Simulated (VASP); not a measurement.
# EuZn3 (Pm-3m) in VASP: further runs

The runs below take EuZn3 through single point, with PBE+U.

Program: VASP 6.6.1. These are calculated values, not measurements. Logs are shortened: lines on timing, memory, paths and dates and some standing lists are left out, and cuts for length are marked.

**1. The cell of the first run**

Symmetry: Pm-3m, No. 221, cubic system. The conventional cell has a = 4.618 Å, b = 4.618 Å, c = 4.618 Å, α = 90.00°, β = 90.00°, γ = 90.00°. Eu (site symmetry m-3m) has 12 Zn at 3.27 Å within 4.3 Å. Zn (site symmetry 4/mmm) has 4 Eu at 3.27 Å and 8 Zn at 3.27 Å within 4.3 Å.

**2. Single point, PBE+U, collinear spin, ferromagnetic start (24.62 Å³/atom)**

File INCAR:

```
ALGO = Normal ; EDIFF = 1E-6
ENCUT = 520 ; GGA = PE
ISIF = 2 ; ISMEAR = 0
ISPIN = 2 ; LASPH = T
LCHARG = F ; LDAU = T
LDAUJ = 0 0 ; LDAUL = 3 -1
LDAUPRINT = 1 ; LDAUTYPE = 2
LDAUU = 6 0 ; LMAXMIX = 6
LORBIT = 11 ; LREAL = F
LWAVE = F ; MAGMOM = 7.66 0.05 0.05 0.05
NBANDS = 38 ; NELM = 150
PREC = Accurate ; SIGMA = 0.05
```

File KPOINTS:

```
k-points
0
Gamma
  6 6 6
```

File POSCAR:

```
EuZn3
1.0
    4.6177068716      0.0000000000      0.0000000000
    0.0000000000      4.6177068716      0.0000000000
    0.0000000000      0.0000000000      4.6177068716
Eu Zn
1 3
Direct
    0.0000000000      0.0000000000      0.0000000000
    0.0000000000      0.5000000000      0.5000000000
    0.5000000000      0.5000000000      0.0000000000
    0.5000000000      0.0000000000      0.5000000000
```

Potentials or basis: VASP PAW PBE potentials, release 64 (Eu, Zn).

Command:

```console
$ cat potpaw_PBE.64/Eu/POTCAR potpaw_PBE.64/Zn/POTCAR > POTCAR
$ mpirun -np 1 vasp_std > vasp.out
```

OUTCAR:

```text
EDIFF = 1E-6
   ENCUT = 520
   GGA = PE
   ISIF = 2
   ISMEAR = 0
   ISPIN = 2
   LASPH = T
   LORBIT = 11
   LREAL = F
   NELM = 150
   PREC = Accurate

 ion  position               nearest neighbor table
   1  0.000  0.000  0.000-   2 3.27   3 3.27   4 3.27   2 3.27   4 3.27   2 3.27   3 3.27   2 3.27
                             3 3.27   4 3.27   4 3.27   3 3.27
   2  0.000  0.500  0.500-   1 3.27   1 3.27   1 3.27   1 3.27
   3  0.500  0.500  0.000-   1 3.27   1 3.27   1 3.27   1 3.27
   4  0.500  0.000  0.500-   1 3.27   1 3.27   1 3.27   1 3.27

  LATTYP: Found a simple cubic cell.
 ALAT       =     4.6177068716

  Lattice vectors:

 A1 = (   4.6177068716,   0.0000000000,   0.0000000000)
 A2 = (   0.0000000000,   4.6177068716,   0.0000000000)
 A3 = (   0.0000000000,   0.0000000000,   4.6177068716)

Analysis of symmetry for initial positions (statically):
=====================================================================
 Subroutine PRICEL returns:
 Original cell was already a primitive cell.

 Routine SETGRP: Setting up the symmetry group for a
 simple cubic supercell.

 Subroutine GETGRP returns: Found 48 space group operations
 (whereof 48 operations were pure point group operations)
 out of a pool of 48 trial point group operations.

The static configuration has the point symmetry O_h .

Analysis of symmetry for dynamics (positions and initial velocities):
=====================================================================
 Subroutine PRICEL returns:
 Original cell was already a primitive cell.

 Routine SETGRP: Setting up the symmetry group for a
 simple cubic supercell.

 Subroutine GETGRP returns: Found 48 space group operations
 (whereof 48 operations were pure point group operations)
 out of a pool of 48 trial point group operations.

The dynamic configuration has the point symmetry O_h .

Analysis of structural, dynamic, and magnetic symmetry:
=====================================================================
 Subroutine PRICEL returns:
 Original cell was already a primitive cell.

 Routine SETGRP: Setting up the symmetry group for a
 simple cubic supercell.

 Subroutine GETGRP returns: Found 48 space group operations
 (whereof 48 operations were pure point group operations)
 out of a pool of 48 trial point group operations.

The overall configuration has the point symmetry O_h .

 Subroutine INISYM returns: Found 48 space group operations
 (whereof 48 operations are pure point group operations),
 and found     1 'primitive' translations

----------------------------------------------------------------------------------------

                                     Primitive cell

  volume of cell :      98.4644

  direct lattice vectors                    reciprocal lattice vectors
     4.617706872  0.000000000  0.000000000     0.216557704  0.000000000  0.000000000
     0.000000000  4.617706872  0.000000000     0.000000000  0.216557704  0.000000000
     0.000000000  0.000000000  4.617706872     0.000000000  0.000000000  0.216557704

  length of vectors
     4.617706872  4.617706872  4.617706872     0.216557704  0.216557704  0.216557704

  position of ions in fractional coordinates (direct lattice)
     0.000000000  0.000000000  0.000000000
     0.000000000  0.500000000  0.500000000
     0.500000000  0.500000000  0.000000000
     0.500000000  0.000000000  0.500000000

  ion indices of the primitive-cell ions
   primitive index   ion index
                 1           1
                 2           2
                 3           3
                 4           4

----------------------------------------------------------------------------------------

[... 83 lines left out ...]
     AMIX     =   0.40;   BMIX     =  1.00
     AMIX_MAG =   1.60;   BMIX_MAG =  1.00
  volume/ion in A,a.u.               =      24.62       166.12
  Fermi-wavevector in a.u.,A,eV,Ry     =   1.331702  2.516552 24.128988  1.773431
  Thomas-Fermi vector in A             =   2.460693
   LORBIT       =     11    0 simple, 1 ext, 2 COOP (PROOUT), +10 PAW based schemes
 LDA+U is selected, type is set to LDAUTYPE =  2
   angular momentum for each species LDAUL =     3   -1
   U (eV)           for each species LDAUU =   6.0  0.0
   J (eV)           for each species LDAUJ =   0.0  0.0
   GGA     = PE    functional components
   LHFCALC =     F    Hartree Fock is set to
   AEXX    =    0.0000 exact exchange contribution
   IVDW    =     0    specifies the selected vdW correction
   LEPSILON=     F    determine dielectric tensor
   LRPA    =     F    only Hartree local field effects (RPA)
 spin polarized calculation
 Gauss-broadening in eV      SIGMA  =   0.05
  energy-cutoff  :      520.00
  volume of cell :       98.46
 maximum number of plane-waves:      2680
 NGX is ok and might be reduce to    36
   NGX = 17   NGY = 17   NGZ = 17

atom =   1  type =  1  l = 3

 onsite density matrix

spin component  1

  0.9710 -0.0000  0.0018  0.0000 -0.0000 -0.0000  0.0000
 -0.0000  0.9739 -0.0000 -0.0000 -0.0000 -0.0000 -0.0000
  0.0018 -0.0000  0.9701  0.0000 -0.0000  0.0000 -0.0000
  0.0000 -0.0000  0.0000  0.9724 -0.0000 -0.0000  0.0000
 -0.0000 -0.0000 -0.0000 -0.0000  0.9701 -0.0000 -0.0018
 -0.0000 -0.0000  0.0000 -0.0000 -0.0000  0.9687 -0.0000
  0.0000 -0.0000 -0.0000  0.0000 -0.0018 -0.0000  0.9710

spin component  2

  0.0005 -0.0000 -0.0002 -0.0000 -0.0000  0.0000 -0.0000
 -0.0000  0.0005  0.0000 -0.0000  0.0000  0.0000  0.0000
 -0.0002  0.0000  0.0006 -0.0000 -0.0000 -0.0000  0.0000
 -0.0000 -0.0000 -0.0000  0.0003 -0.0000  0.0000 -0.0000
 -0.0000  0.0000 -0.0000 -0.0000  0.0006  0.0000  0.0002
  0.0000  0.0000 -0.0000  0.0000  0.0000  0.0007  0.0000
 -0.0000  0.0000  0.0000 -0.0000  0.0002  0.0000  0.0005

 occupancies and eigenvectors

  o =  0.0003  v =  0.0000  0.0000  0.0000  0.0000  0.0000  0.0000  0.0000 -0.0003 -0.0000 -0.0003 -1.0000  0.0000  0.0000 -0.0000      0.0000  0.0000  0.0000  0.0000  0.0000  0.0000  0.0000  0.0000  0.0000  0.0000  0.0000  0.0000  0.0000  0.0000
  o =  0.0003  v =  0.0000  0.0000  0.0000  0.0000  0.0000  0.0000  0.0000 -0.7906  0.0000 -0.6124  0.0004 -0.0007  0.0000  0.0009      0.0000  0.0000  0.0000  0.0000  0.0000  0.0000  0.0000  0.0000  0.0000  0.0000  0.0000  0.0000  0.0000  0.0000
  o =  0.0003  v =  0.0000  0.0000  0.0000  0.0000  0.0000  0.0000  0.0000  0.0009 -0.0000  0.0007 -0.0000 -0.6124 -0.0000  0.7906      0.0000  0.0000  0.0000  0.0000  0.0000  0.0000  0.0000  0.0000  0.0000  0.0000  0.0000  0.0000  0.0000  0.0000
  o =  0.0005  v =  0.0000  0.0000  0.0000  0.0000  0.0000  0.0000  0.0000  0.0000  1.0000 -0.0000 -0.0000 -0.0000 -0.0000 -0.0000      0.0000  0.0000  0.0000  0.0000  0.0000  0.0000  0.0000  0.0000  0.0000  0.0000  0.0000  0.0000  0.0000  0.0000
  o =  0.0007  v =  0.0000  0.0000  0.0000  0.0000  0.0000  0.0000  0.0000  0.0001 -0.0000 -0.0001 -0.0000  0.0005 -1.0000  0.0004      0.0000  0.0000  0.0000  0.0000  0.0000  0.0000  0.0000  0.0000  0.0000  0.0000  0.0000  0.0000  0.0000  0.0000
  o =  0.0007  v =  0.0000  0.0000  0.0000  0.0000  0.0000  0.0000  0.0000 -0.6124  0.0000  0.7906 -0.0000 -0.0007 -0.0002 -0.0006      0.0000  0.0000  0.0000  0.0000  0.0000  0.0000  0.0000  0.0000  0.0000  0.0000  0.0000  0.0000  0.0000  0.0000
  o =  0.0007  v =  0.0000  0.0000  0.0000  0.0000  0.0000  0.0000  0.0000 -0.0006  0.0000  0.0007 -0.0000  0.7906  0.0006  0.6124      0.0000  0.0000  0.0000  0.0000  0.0000  0.0000  0.0000  0.0000  0.0000  0.0000  0.0000  0.0000  0.0000  0.0000
  o =  0.9687  v = -0.0000  0.0000  0.0000 -0.0000  0.7902  0.0319  0.6121  0.0000  0.0000  0.0000  0.0000  0.0000  0.0000  0.0000      0.0000  0.0000  0.0000  0.0000  0.0000  0.0000  0.0000  0.0000  0.0000  0.0000  0.0000  0.0000  0.0000  0.0000
  o =  0.9687  v = -0.6124  0.0000  0.7906 -0.0000 -0.0000 -0.0001 -0.0000  0.0000  0.0000  0.0000  0.0000  0.0000  0.0000  0.0000      0.0000  0.0000  0.0000  0.0000  0.0000  0.0000  0.0000  0.0000  0.0000  0.0000  0.0000  0.0000  0.0000  0.0000
  o =  0.9687  v = -0.0001  0.0000  0.0001  0.0000 -0.0252  0.9995 -0.0196  0.0000  0.0000  0.0000  0.0000  0.0000  0.0000  0.0000      0.0000  0.0000  0.0000  0.0000  0.0000  0.0000  0.0000  0.0000  0.0000  0.0000  0.0000  0.0000  0.0000  0.0000
  o =  0.9724  v =  0.0002  0.0000  0.0002  0.0482  0.6117 -0.0000 -0.7897  0.0000  0.0000  0.0000  0.0000  0.0000  0.0000  0.0000      0.0000  0.0000  0.0000  0.0000  0.0000  0.0000  0.0000  0.0000  0.0000  0.0000  0.0000  0.0000  0.0000  0.0000
  o =  0.9724  v =  0.7906  0.0000  0.6124 -0.0005 -0.0001  0.0000  0.0002  0.0000  0.0000  0.0000  0.0000  0.0000  0.0000  0.0000      0.0000  0.0000  0.0000  0.0000  0.0000  0.0000  0.0000  0.0000  0.0000  0.0000  0.0000  0.0000  0.0000  0.0000
  o =  0.9724  v =  0.0004  0.0000  0.0003  0.9988 -0.0295 -0.0000  0.0381  0.0000  0.0000  0.0000  0.0000  0.0000  0.0000  0.0000      0.0000  0.0000  0.0000  0.0000  0.0000  0.0000  0.0000  0.0000  0.0000  0.0000  0.0000  0.0000  0.0000  0.0000
  o =  0.9739  v = -0.0000  1.0000 -0.0000 -0.0000 -0.0000 -0.0000  0.0000  0.0000  0.0000  0.0000  0.0000  0.0000  0.0000  0.0000      0.0000  0.0000  0.0000  0.0000  0.0000  0.0000  0.0000  0.0000  0.0000  0.0000  0.0000  0.0000  0.0000  0.0000

 number of electron      52.9999941 magnetization       7.4707601

 Free energy of the ion-electron system (eV)
  ---------------------------------------------------
  ext. energy  EPLUGINS =         0.00000000
  ---------------------------------------------------
  free energy    TOTEN  =       -14.24714216 eV

  energy without entropy =      -14.24477003  energy(sigma->0) =      -14.24595610

 E-fermi :   1.6445     XC(G=0):  -9.7588

 val. band max:        1.6359900834   @ k =   0.5000   0.3333   0.3333
 cond. band min:       1.6576895007   @ k =   0.5000   0.3333   0.1667
 fundamental gap:      0.0216994173
 Fermi energy:         1.6444886549

 spin component 1

 k-point     1 :       0.0000    0.0000    0.0000
  band No.  band energies     occupation
      1     -38.7051      1.00000
      2     -17.6523      1.00000
      3     -17.6523      1.00000
      4     -17.6523      1.00000
      5      -5.5575      1.00000
      6      -5.5495      1.00000
[... 809 lines left out ...]
     37       7.6259      0.00000
     38       7.6259      0.00000
 Fermi energy:         1.6444886549

 spin component 2

 k-point     1 :       0.0000    0.0000    0.0000
  band No.  band energies     occupation
      1     -35.5357      1.00000
      2     -15.3578      1.00000
      3     -15.3578      1.00000
      4     -15.3578      1.00000
      5      -5.5628      1.00000
      6      -5.5409      1.00000
[... 809 lines left out ...]
     37      10.3703      0.00000
     38      10.3703      0.00000

------------------------ aborting loop because EDIFF is reached ----------------------------------------

  FORCE on cell =-STRESS in cart. coord.  units (eV):
  Direction    XX          YY          ZZ          XY          YZ          ZX
  --------------------------------------------------------------------------------------
  -------------------------------------------------------------------------------------
  Total       -1.4653530     -1.4653530     -1.4653530     -0.0000000     -0.0000000      0.0000000
  in kB      -23.8437066    -23.8437066    -23.8437066     -0.0000000     -0.0000000      0.0000000
  external PRESSURE =     -23.8437066 kB  Pullay stress =       0.0000000 kB

 VOLUME and BASIS-vectors are now :
 -----------------------------------------------------------------------------
  energy-cutoff  :      520.00
  volume of cell :       98.46
      direct lattice vectors                 reciprocal lattice vectors
     4.617706872  0.000000000  0.000000000     0.216557704  0.000000000  0.000000000
     0.000000000  4.617706872  0.000000000     0.000000000  0.216557704  0.000000000
     0.000000000  0.000000000  4.617706872     0.000000000  0.000000000  0.216557704

 POSITION                                       TOTAL-FORCE (eV/Angst)
 -----------------------------------------------------------------------------------
      0.00000      0.00000      0.00000         0.000000      0.000000      0.000000
      0.00000      2.30885      2.30885         0.000000      0.000000      0.000000
      2.30885      2.30885      0.00000         0.000000      0.000000      0.000000
      2.30885      0.00000      2.30885         0.000000      0.000000      0.000000
 -----------------------------------------------------------------------------------
    total drift:                                0.000000      0.000000      0.000000

  FREE ENERGIE OF THE ION-ELECTRON SYSTEM (eV)
  ---------------------------------------------------
  free  energy   TOTEN  =       -14.2471421641 eV

  energy  without entropy=      -14.2447700307  energy(sigma->0) =      -14.24595610

 total charge

# of ion       s       p       d       f       tot
--------------------------------------------------
    1        2.046   5.766   0.279   6.793  14.884
    2        0.696   0.225   9.716   0.000  10.637
    3        0.696   0.225   9.716   0.000  10.637
    4        0.696   0.225   9.716   0.000  10.637
--------------------------------------------------
tot          4.135   6.441  29.427   6.793  46.796

 magnetization (x)

# of ion       s       p       d       f       tot
--------------------------------------------------
    1       -0.012  -0.100   0.092   6.786   6.767
    2       -0.016   0.031   0.001   0.000   0.016
    3       -0.016   0.031   0.001   0.000   0.016
    4       -0.016   0.031   0.001   0.000   0.016
--------------------------------------------------
tot         -0.058  -0.007   0.095   6.786   6.815
```

Run time: 2.7 min. Hardware: 1 thread of Intel Xeon Platinum 8488C (Sapphire Rapids), shared host; peak memory 0.32 GiB.

What came out:

```
Free energy                                           : -14.2471 eV
Pressure                                              : -2.4 GPa
Net moment                                            : 7.47 μB per cell
Site moments                                          : Eu +6.77; Zn +0.02 μB
Valence electrons inside the program's atomic spheres : Eu 14.88; Zn 10.64
```

Eigenvalues of the final occupation matrices:
| site | spin | trace | eigenvalues |
| --- | --- | --- | --- |
| site 1 f | 1 | 6.80 | 0.97 0.97 0.97 0.97 0.97 0.97 0.97 |
| site 1 f | 2 | 0.00 | 0.00 0.00 0.00 0.00 0.00 0.00 0.00 |

Caveat: spin-orbit coupling is left out, which moves the levels of the heavy elements. The state reached can hang on the start; a lower one may exist.

**3. Single point, PBE+U, collinear spin, ferromagnetic start**

This run uses another cell than the first one, of 22.38 Å³/atom.

File POSCAR:

```
EuZn3
1.0
    4.4733079737      0.0000000000      0.0000000000
    0.0000000000      4.4733079737      0.0000000000
    0.0000000000      0.0000000000      4.4733079737
Eu Zn
1 3
Direct
    0.0000000000      0.0000000000      0.0000000000
    0.0000000000      0.5000000000      0.5000000000
    0.5000000000      0.5000000000      0.0000000000
    0.5000000000      0.0000000000      0.5000000000
```

File INCAR.step1:

```
SYSTEM = EuZn3
  ALGO = Normal
  EDIFF = 1E-7
  ENCUT = 520
  GGA = PE
  ISIF = 2
  ISMEAR = 0
  ISPIN = 2
  LASPH = .TRUE.
  LCHARG = .TRUE.
  LDAU = .TRUE.
  LDAUJ = 0 0
  LDAUL = 3 -1
  LDAUPRINT = 1
  LDAUTYPE = 2
  LDAUU = 7 0
  LMAXMIX = 6
  LREAL = .FALSE.
  LWAVE = .FALSE.
  MAGMOM = 7.64 0 0 0
  NBANDS = 38
  NELM = 150
  PREC = Accurate
  SIGMA = 0.05
```

File KPOINTS.step1:

```
k-points
0
G
  6 6 6
  0 0 0
```

File INCAR.step2:

```
SYSTEM = EuZn3
  ALGO = Normal
  EDIFF = 1E-7
  ENCUT = 520
  GGA = PE
  ICHARG = 11
  ISIF = 2
  ISMEAR = -5
  ISPIN = 2
  LASPH = .TRUE.
  LCHARG = .FALSE.
  LDAU = .TRUE.
  LDAUJ = 0 0
  LDAUL = 3 -1
  LDAUPRINT = 1
  LDAUTYPE = 2
  LDAUU = 7 0
  LMAXMIX = 6
  LORBIT = 11
  LREAL = .FALSE.
  LWAVE = .FALSE.
  MAGMOM = 7.64 0 0 0
  NBANDS = 38
  NEDOS = 1001
  NELM = 150
  PREC = Accurate
  SIGMA = 0.05
```

File KPOINTS.step2:

```
k-points
0
G
  9 9 9
  0 0 0
```

Potentials or basis: VASP PAW PBE potentials, release 64 (Eu, Zn).

Command:

```console
$ cat potpaw_PBE.64/Eu/POTCAR potpaw_PBE.64/Zn/POTCAR > POTCAR
$ cp INCAR.step1 INCAR
$ cp KPOINTS.step1 KPOINTS
$ mpirun -np 1 vasp_std > vasp.out
$ cp INCAR.step2 INCAR
$ cp KPOINTS.step2 KPOINTS
$ mpirun -np 1 vasp_std > vasp.out
```

Run time: 6.4 min. Hardware: 1 thread of Intel Xeon Platinum 8488C (Sapphire Rapids), shared host; peak memory 0.36 GiB.

Results (log left out):

| Quantity | Value |
| --- | --- |
| Net moment | 7.56 μB per cell |
| Site moments | Eu +6.79; Zn +0.03 μB |
| Valence electrons inside the program's atomic spheres | Eu 14.95; Zn 10.67 |

Levels at points of the mesh, in eV from the Fermi level:
Spin up:
| k point | band 26 | band 27 | band 28 | band 29 | band 30 | band 31 | band 32 | band 33 | band 34 | band 35 |
| --- | --- | --- | --- | --- | --- | --- | --- | --- | --- | --- |
| (0.00, 0.00, 0.00) | -1.63 | -1.61 | -1.37 | -1.37 | 0.53 | 0.53 | 0.53 | 3.63 | 3.63 | 3.63 |
Spin down:
```tsv
k point	band 19	band 20	band 21	band 22	band 23	band 24	band 25	band 26	band 27	band 28
(0.00, 0.00, 0.00)	-6.71	-6.71	-0.99	-0.99	0.66	0.66	0.66	4.56	4.56	4.56
```

Eigenvalues of the final occupation matrices:
| site | spin | trace | eigenvalues |
| --- | --- | --- | --- |
| site 1 f | 1 | 6.80 | 0.97 0.97 0.97 0.97 0.97 0.97 0.97 |
| site 1 f | 2 | 0.00 | 0.00 0.00 0.00 0.00 0.00 0.00 0.00 |

Caveat: spin-orbit coupling is left out, which moves the levels of the heavy elements.
